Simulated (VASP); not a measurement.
CoSi2: relaxation of cell and atoms with PBEsol+D3(BJ)

The system is CoSi2.

```
CELL_PARAMETERS angstrom
0.00000 2.67800 2.67800
2.67800 0.00000 2.67800
2.67800 2.67800 0.00000
ATOMIC_POSITIONS crystal
Co 0.00000 0.00000 0.00000
Si 0.75000 0.75000 0.75000
Si 0.25000 0.25000 0.25000
```

```
Program                : VASP 6.6.1
Task                   : relaxation of cell and atoms
Functional             : PBEsol
Dispersion             : D3(BJ)
Potentials or basis    : VASP PAW PBE potentials, release 64 (Co, Si)
Cutoff                 : 600 eV
k mesh                 : 9 × 9 × 9
Occupations            : fermi-dirac, width 0.05 eV
Spin                   : collinear spin, ferromagnetic start
Starting moments       : [2.0, 0.0, 0.0] μB
Dipole correction      : no
Further INCAR settings : ALGO = Normal; EDIFF = 1e-06; IBRION = 2; EDIFFG = -0.01; NSW = 60; ISIF = 3
```

| Property | Result |
| --- | --- |
| Relaxed volume | 12.18 Å³/atom |
| Relaxed cell | a = 3.724 Å, b = 3.724 Å, c = 3.724 Å, α = 60.00°, β = 60.00°, γ = 60.00° |
| Space group after relaxing (to 0.1 Å) | Fm-3m (No. 225) |
| Energy gained by relaxing | 18.8 meV/atom |
| Ionic steps | 4 |
| Pressure after relaxing | 0.0 GPa |
| Net moment | 0.00 μB per cell |
| Valence electrons inside the program's atomic spheres | Co 9.01; Si 1.62 |
| Dispersion energy per atom | -0.407 eV |

Step by step:
| step | energy change (eV) | largest force (eV/Å) | pressure (GPa) | volume (Å³) |
| --- | --- | --- | --- | --- |
| 1 | 0.0000 | 0.0000 | -9.19 | 38.41 |
| 2 | 0.0281 | 0.0000 | 13.67 | 34.47 |
| 3 | -0.0563 | 0.0000 | -0.22 | 36.57 |
| 4 | -0.0563 | 0.0000 | 0.03 | 36.53 |

Final structure:
```
Co Si
1.0
     0.00000    2.63360    2.63360
     2.63360    0.00000    2.63360
     2.63360    2.63360    0.00000
Co Si
1 2
Cartesian
  2.6336 5.2672 2.6336
  3.9504 3.9504 3.9504
  1.3168 1.3168 1.3168
```

Levels at points of the mesh, in eV from the Fermi level:
Spin up:
```csv
k point,band 6,band 7,band 8,band 9,band 10,band 11,band 12,band 13
"(0.00, 0.00, 0.00)",-2.04,1.34,3.48,3.48,3.48,3.67,3.67,3.67
```
Spin down:
```tsv
k point	band 5	band 6	band 7	band 8	band 9	band 10	band 11	band 12	band 13
(0.00, 0.00, 0.00)	-2.04	-2.04	1.34	3.48	3.48	3.48	3.67	3.67	3.67
```

It took 3.2 min on 1 thread of Intel Xeon 8259CL (shared host), peak memory 0.22 GiB.

Caveat: the PAW data sets were made with another functional, which shifts forces and pressure a little.
